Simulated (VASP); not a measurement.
Crystal: CaF2.

```
Ca F
1.0
     0.00000    2.73100    2.73100
     2.73100    0.00000    2.73100
     2.73100    2.73100    0.00000
Ca F
1 2
Cartesian
  0.0000 0.0000 0.0000
  4.0965 4.0965 4.0965
  1.3655 1.3655 1.3655
```

Base run:

- Program: VASP 6.6.1
- Functional: BLYP
- Potentials or basis: VASP PAW PBE potentials, release 64 (Ca_sv, F)
- Cutoff: 600 eV
- k mesh: 8 × 8 × 8
- Occupations: fermi-dirac, width 0.05 eV
- Spin: no spin polarisation

Its results: band gap on the k mesh 7.40 eV (least direct gap 7.65 eV); pressure 4.3 GPa.

Problem. The run is repeated on the same cell with these changes: functional from BLYP to SVWN5. What comes out?

Solution. Band gap on the k mesh 6.91 eV (least direct gap 7.17 eV); pressure -6.3 GPa.

SVWN5 binds more tightly than BLYP, so the same cell stands under less pressure.

Caveats: the PAW data sets were made with another functional, which shifts forces and pressure a little; the cell stands under pressure (at least some runs); the cell stands under tension (at least some runs).

A k mesh can miss the band edges.
